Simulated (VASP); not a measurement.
Set up this calculation in VASP 6.6.1, as the native input.

* Task: single point
* Functional: PBE
* Potentials or basis: VASP PAW PBE potentials, release 64 (Ta_pv, Pb_d)
* Cutoff: 520 eV
* k mesh: 6 × 6 × 6
* Occupations: gaussian, width 0.1 eV
* Spin: no spin polarisation
* Dipole correction: no
* Further INCAR settings: ALGO = Fast; EDIFF = 1e-07; NBANDS = 20

The structure of TaPb lies in POSCAR:

```
TaPb
1.0
    0.0000000000      2.8809006056      2.8809006056
    2.8809006056      0.0000000000      2.8809006056
    2.8809006056      2.8809006056      0.0000000000
Ta Pb
1 1
Direct
    0.0000000000      0.0000000000      0.0000000000
    0.5000000000      0.5000000000      0.5000000000
```

The cell was generated, and may not be a known phase.

The input as run:

INCAR

```
SYSTEM = TaPb
PREC = Accurate
ENCUT = 520
EDIFF = 1E-7
ISMEAR = 0
SIGMA = 0.1
LREAL = .False.
LASPH = .True.
NELM = 100
ALGO = Fast
ISIF = 2
LWAVE = .False.
LCHARG = .False.
GGA = PE
NBANDS = 20
```

KPOINTS

```
regular mesh
0
Gamma
  6 6 6
  0 0 0
```

Potentials or basis: VASP PAW PBE potentials, release 64 (Ta_pv, Pb_d).

Launch:

```bash
$ cat potpaw_PBE.64/Ta_pv/POTCAR potpaw_PBE.64/Pb_d/POTCAR > POTCAR
$ mpirun -np 1 vasp_std > vasp.out
```

It gave:

```
Pressure               : 0.3 GPa
Band gap on the k mesh : zero (an odd number of electrons rules out a gap without spin polarisation)
```

Caveat: spin-orbit coupling is left out, which moves the levels of the heavy elements.

Wall time 45 s on 1 thread of Intel Xeon 8259CL, with other jobs on the host, peak memory 0.17 GiB.
